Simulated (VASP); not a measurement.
# Cu2As3 (Pm-3m) in VASP: notebook

Runs on Cu2As3. Level: PBE. Tasks: single point.

Everything below comes from runs of VASP 6.6.1. Logs are shortened: lines on timing, memory, paths and dates and some standing lists are left out, and cuts for length are marked.

## 1. The cell of the first run

The structure is cubic, space group Pm-3m (No. 221). The conventional cell has a = 4.690 Å, b = 4.690 Å, c = 4.690 Å, α = 90.00°, β = 90.00°, γ = 90.00°. Within 4.4 Å of Cu (site symmetry m-3m) lie 12 As at 3.32 Å and 8 Cu at 4.06 Å. Cu (site symmetry m-3m) has 6 As at 2.34 Å within 3.1 Å. Within 3.1 Å of As (site symmetry 4/mmm) lie 2 Cu at 2.34 Å.

## 2. Single point, PBE

Input file INCAR:

```
SYSTEM = Cu2As3
PREC     = Accurate       ! precision mode
ENCUT    = 520            ! plane-wave cutoff, eV
EDIFF    = 1E-7           ! SCF threshold, eV
ISMEAR   = 0              ! smearing method
SIGMA    = 0.1            ! smearing width, eV
LREAL    = .FALSE.        ! projectors in reciprocal space
LASPH    = .TRUE.         ! aspherical terms in the spheres
NELM     = 100            ! most SCF steps
ALGO     = Normal         ! electronic algorithm
ISIF     = 2              ! what is computed and relaxed
LWAVE    = .FALSE.        ! write WAVECAR
LCHARG   = .FALSE.        ! write CHGCAR
GGA      = PE             ! functional
NBANDS   = 26             ! bands
```

Input file KPOINTS:

```
Automatic mesh
0
G
  8 8 8
  0 0 0
```

Input file POSCAR:

```
Cu2As3
1.0
    4.6895062569      0.0000000000      0.0000000000
    0.0000000000      4.6895062569      0.0000000000
    0.0000000000      0.0000000000      4.6895062569
Cu As
2 3
Direct
    0.0000000000      0.0000000000      0.0000000000
    0.5000000000      0.5000000000      0.5000000000
    0.0000000000      0.5000000000      0.5000000000
    0.5000000000      0.0000000000      0.5000000000
    0.5000000000      0.5000000000      0.0000000000
```

Potentials or basis: VASP PAW PBE potentials, release 64 (Cu, As).

The run is started by

```
cat potpaw_PBE.64/Cu/POTCAR potpaw_PBE.64/As/POTCAR > POTCAR
mpirun -np 1 vasp_std > vasp.out
```

OUTCAR:

```text
SYSTEM = Cu2As3
   PREC = Accurate
   ENCUT = 520
   EDIFF = 1E-7
   ISMEAR = 0
   LREAL = .FALSE.
   LASPH = .TRUE.
   NELM = 100
   ISIF = 2
   GGA = PE

 ion  position               nearest neighbor table
   1  0.000  0.000  0.000-
   2  0.500  0.500  0.500-   3 2.34   4 2.34   5 2.34   5 2.34   4 2.34   3 2.34
   3  0.000  0.500  0.500-   2 2.34   2 2.34
   4  0.500  0.000  0.500-   2 2.34   2 2.34
   5  0.500  0.500  0.000-   2 2.34   2 2.34

  LATTYP: Found a simple cubic cell.
 ALAT       =     4.6895062569

  Lattice vectors:

 A1 = (   4.6895062569,   0.0000000000,   0.0000000000)
 A2 = (   0.0000000000,   4.6895062569,   0.0000000000)
 A3 = (   0.0000000000,   0.0000000000,   4.6895062569)

Analysis of symmetry for initial positions (statically):
=====================================================================
 Subroutine PRICEL returns:
 Original cell was already a primitive cell.

 Routine SETGRP: Setting up the symmetry group for a
 simple cubic supercell.

 Subroutine GETGRP returns: Found 48 space group operations
 (whereof 48 operations were pure point group operations)
 out of a pool of 48 trial point group operations.

The static configuration has the point symmetry O_h .

Analysis of symmetry for dynamics (positions and initial velocities):
=====================================================================
 Subroutine PRICEL returns:
 Original cell was already a primitive cell.

 Routine SETGRP: Setting up the symmetry group for a
 simple cubic supercell.

 Subroutine GETGRP returns: Found 48 space group operations
 (whereof 48 operations were pure point group operations)
 out of a pool of 48 trial point group operations.

The dynamic configuration has the point symmetry O_h .

 Subroutine INISYM returns: Found 48 space group operations
 (whereof 48 operations are pure point group operations),
 and found     1 'primitive' translations

----------------------------------------------------------------------------------------

                                     Primitive cell

  volume of cell :     103.1291

  direct lattice vectors                    reciprocal lattice vectors
     4.689506257  0.000000000  0.000000000     0.213242065  0.000000000  0.000000000
     0.000000000  4.689506257  0.000000000     0.000000000  0.213242065  0.000000000
[... 85 lines left out ...]
   ISPIN  =      1    spin polarized calculation?
   LNONCOLLINEAR =      F non collinear calculations
   LSORBIT =      F    spin-orbit coupling
   LASPH  =      T    aspherical Exc in radial PAW
   ENCUT  =  520.0 eV  38.22 Ry    6.18 a.u.   8.72  8.72  8.72*2*pi/ulx,y,z
   NELM   =    100;   NELMIN=  2; NELMDL= -5     # of ELM steps
   EDIFF  = 0.1E-06   stopping-criterion for ELM
   LREAL  =      F    real-space projection
   EDIFFG = 0.1E-05   stopping-criterion for IOM
   NSW    =      0    number of steps for IOM
   IBRION =     -1    ionic relax: 0-MD 1-quasi-New 2-CG
   NFREE  =      0    steps in history (QN), initial steepest desc. (CG)
   ISIF   =      2    stress and relaxation
   ISYM   =      2    0-nonsym 1-usesym 2-fastsym
   POTIM  = 0.5000    time-step for ionic-motion
   TEBEG  =    0.0;   TEEND  =   0.0 temperature during run
   PSTRESS=    0.0 pullay stress
   NELECT =      37.0000    total number of electrons
   NUPDOWN=      -1.0000    fix difference up-down
   EMIN   =  10.00;   EMAX   =-10.00  energy-range for DOS
   EFERMI =   0.00;   METHOD = LEGACY
   ISMEAR =     0;   SIGMA  =   0.10  broadening in eV -4-tet -1-fermi 0-gaus
   EFERMI_NEDOS =   21; number of points for ismear=-14 and -15
   IALGO  =     38    algorithm
   IMIX   =      4    mixing-type and parameters
     AMIX     =   0.40;   BMIX     =  1.00
     AMIX_MAG =   1.60;   BMIX_MAG =  1.00
  volume/ion in A,a.u.               =      20.63       139.19
  Fermi-wavevector in a.u.,A,eV,Ry     =   1.163273  2.198267 18.411457  1.353204
  Thomas-Fermi vector in A             =   2.299825
   LORBIT       =      0    0 simple, 1 ext, 2 COOP (PROOUT), +10 PAW based schemes
   GGA     = PE    functional components
   LHFCALC =     F    Hartree Fock is set to
   AEXX    =    0.0000 exact exchange contribution
   IVDW    =     0    specifies the selected vdW correction
   LEPSILON=     F    determine dielectric tensor
   LRPA    =     F    only Hartree local field effects (RPA)
 non-spin polarized calculation
 Gauss-broadening in eV      SIGMA  =   0.10
  energy-cutoff  :      520.00
  volume of cell :      103.13
 maximum number of plane-waves:      2801
 NGX is ok and might be reduce to    36
   NGX = 17   NGY = 17   NGZ = 17

 number of electron      37.0000010 magnetization

 Free energy of the ion-electron system (eV)
  ---------------------------------------------------
  ext. energy  EPLUGINS =         0.00000000
  ---------------------------------------------------
  free energy    TOTEN  =       -17.42802044 eV

  energy without entropy =      -17.41201063  energy(sigma->0) =      -17.42001553

 E-fermi :   4.4962     XC(G=0): -10.0471

 val. band max:        4.4922010106   @ k =   0.3750   0.2500   0.1250
 cond. band min:       4.5119846496   @ k =   0.5000   0.3750   0.0000
 fundamental gap:      0.0197836390
 Fermi energy:         4.4961561894

 k-point     1 :       0.0000    0.0000    0.0000
  band No.  band energies     occupation
      1      -8.7776      2.00000
      2      -5.5215      2.00000
      3      -5.5215      2.00000
      4      -0.1546      2.00000
      5      -0.1546      2.00000
      6      -0.1546      2.00000
[... 685 lines left out ...]
     25      10.1588      0.00000
     26      10.5772      0.00000

 [... further k-points ...]
[... 5 lines left out ...]
  --------------------------------------------------------------------------------------
  -------------------------------------------------------------------------------------
  Total        0.0819816      0.0819816      0.0819816     -0.0000000      0.0000000     -0.0000000
  in kB        1.2736370      1.2736370      1.2736370     -0.0000000      0.0000000     -0.0000000
  external PRESSURE =       1.2736370 kB  Pullay stress =       0.0000000 kB

 VOLUME and BASIS-vectors are now :
 -----------------------------------------------------------------------------
  energy-cutoff  :      520.00
  volume of cell :      103.13
      direct lattice vectors                 reciprocal lattice vectors
     4.689506257  0.000000000  0.000000000     0.213242065  0.000000000  0.000000000
     0.000000000  4.689506257  0.000000000     0.000000000  0.213242065  0.000000000
     0.000000000  0.000000000  4.689506257     0.000000000  0.000000000  0.213242065

 POSITION                                       TOTAL-FORCE (eV/Angst)
 -----------------------------------------------------------------------------------
      0.00000      0.00000      0.00000         0.000000      0.000000      0.000000
      2.34475      2.34475      2.34475         0.000000      0.000000      0.000000
      0.00000      2.34475      2.34475         0.000000      0.000000      0.000000
      2.34475      0.00000      2.34475         0.000000      0.000000      0.000000
      2.34475      2.34475      0.00000         0.000000      0.000000      0.000000
 -----------------------------------------------------------------------------------
    total drift:                                0.000000      0.000000      0.000000

  FREE ENERGIE OF THE ION-ELECTRON SYSTEM (eV)
  ---------------------------------------------------
  free  energy   TOTEN  =       -17.4280204365 eV

  energy  without entropy=      -17.4120106271  energy(sigma->0) =      -17.42001553
```

OSZICAR:

```text
N       E                     dE             d eps       ncg     rms          rms(c)
DAV:   1     0.261930377114E+03    0.26193E+03   -0.15290E+04  1820   0.155E+03
DAV:   2     0.523072145157E+01   -0.25670E+03   -0.24743E+03  1824   0.323E+02
[... 11 lines left out ...]
DAV:  14    -0.174280182129E+02    0.31565E-03   -0.14814E-03  2646   0.881E-01    0.231E-02
DAV:  15    -0.174280212900E+02   -0.30770E-05   -0.15321E-04  2756   0.156E-01    0.809E-03
DAV:  16    -0.174280208033E+02    0.48664E-06   -0.58766E-06  2826   0.312E-02    0.480E-03
DAV:  17    -0.174280205544E+02    0.24899E-06   -0.34326E-06  1992   0.391E-02    0.259E-03
DAV:  18    -0.174280204159E+02    0.13844E-06   -0.46338E-07  1782   0.150E-02    0.711E-04
DAV:  19    -0.174280204365E+02   -0.20541E-07   -0.72464E-08  1054   0.316E-03
   1 F= -.17428020E+02 E0= -.17420016E+02  d E =-.160098E-01
```

Wall time 1.8 min (1 thread of Intel Xeon Platinum 8259CL at 2.50GHz (Skylake/Cascade Lake), shared host); peak memory 0.25 GiB.

Results:

```
Free energy : -17.4280 eV
Pressure    : 0.1 GPa
```

Levels at points of the mesh, in eV from the Fermi level:
| k point | band 16 | band 17 | band 18 | band 19 | band 20 | band 21 | band 22 | band 23 |
| --- | --- | --- | --- | --- | --- | --- | --- | --- |
| (0.00, 0.00, 0.00) | -1.85 | -1.15 | 0.13 | 0.13 | 0.13 | 0.92 | 0.92 | 0.92 |
| (0.50, 0.00, 0.00) | -1.77 | -1.24 | -0.91 | -0.91 | -0.32 | 1.02 | 1.02 | 2.72 |
| (0.50, 0.50, 0.00) | -1.78 | -1.51 | -1.51 | -0.13 | -0.13 | 2.17 | 2.48 | 3.14 |
| (0.50, 0.50, 0.50) | -1.81 | -1.81 | -1.10 | 2.47 | 2.47 | 2.47 | 3.26 | 3.26 |

(Continued in part 2 of 2.)
